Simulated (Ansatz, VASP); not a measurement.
**Two plane-wave programs on WSe2**

The input INCAR:

```
ALGO = Normal ; EDIFF = 1E-7
ENCUT = 520 ; GGA = PE
ISIF = 2 ; ISMEAR = -1
LASPH = True ; LCHARG = False
LREAL = False ; LWAVE = False
NBANDS = 20 ; NELM = 60
PREC = Accurate ; SIGMA = 0.02
```

Contents of KPOINTS:

```
k-points
0
Gamma
  12 12 4
```

POSCAR

```
WSe2
1.0
    3.2972133755      0.0000000000      0.0000000000
   -1.6486066878      2.8554705449      0.0000000000
    0.0000000000      0.0000000000      7.4881675009
W Se
1 2
Direct
    0.0000000000      0.0000000000      0.0000000000
    0.3333333333      0.6666666667      0.2227817623
    0.3333333333      0.6666666667      0.7772182377
```

Input for Ansatz:

```yaml
crystal:
  lattice:
    - [3.2972133755, 0.0, 0.0]
    - [-1.6486066878, 2.8554705449, 0.0]
    - [0.0, 0.0, 7.4881675009]
  atoms:
    - { symbol: W, position: [0.0, 0.0, 0.0] }
    - { symbol: Se, position: [0.3333333333, 0.6666666667, 0.2227817623] }
    - { symbol: Se, position: [0.3333333333, 0.6666666667, 0.7772182377] }
kpoints:
  mp_grid: { grid: [12, 12, 4] }
  band_path:
    path:
      - [0.0, 0.0, 0.0]
      - [0.5, 0.0, 0.0]
      - [0.3333333333, 0.3333333333, 0.0]
      - [0.0, 0.0, 0.5]
      - [0.5, 0.0, 0.5]
      - [0.3333333333, 0.3333333333, 0.5]
      - [0.174479, 0.174479, 0.0]
    npoints: 1
hamiltonian:
  xc: pbe
scf:
  occupations: { method: fermi_dirac, width: 0.02 }
  n_extra_bands: 4
output:
  forces: true
  stress: true
  eigenvalues: true
```

Change from the starting cell: uniaxial_z strain +4.2%.

Alike in both runs: task single point; functional PBE; k mesh 12 × 12 × 4; occupations fermi-dirac, width 0.02 eV; no spin polarisation.

```csv
,VASP,Ansatz
version,VASP 6.6.1,Ansatz 0.2.0
potentials or method,"VASP PAW PBE potentials, release 64 (W_sv, Se)","plane waves, PAW"
plane-wave cutoff (eV),520,420
valence electrons in the cell,26,46
```

```tsv
	VASP	Ansatz	Ansatz less VASP
gap on the k mesh at the Fermi level (eV)	1.47	1.47	-0.001
pressure (GPa)	2.8	2.5	-0.28
traceless stress, the component that is largest in VASP (GPa)	0.42	0.35	-0.069
rms of the force components (eV/Å)	0.165	0.143	-0.0225
```

Atom by atom the forces differ by 0.022 eV/Å (rms over components). VASP's potentials hold 26 valence electrons a cell and Ansatz's 46, so a difference there can come from the potentials and not from the codes.

Spin-orbit coupling is off throughout.
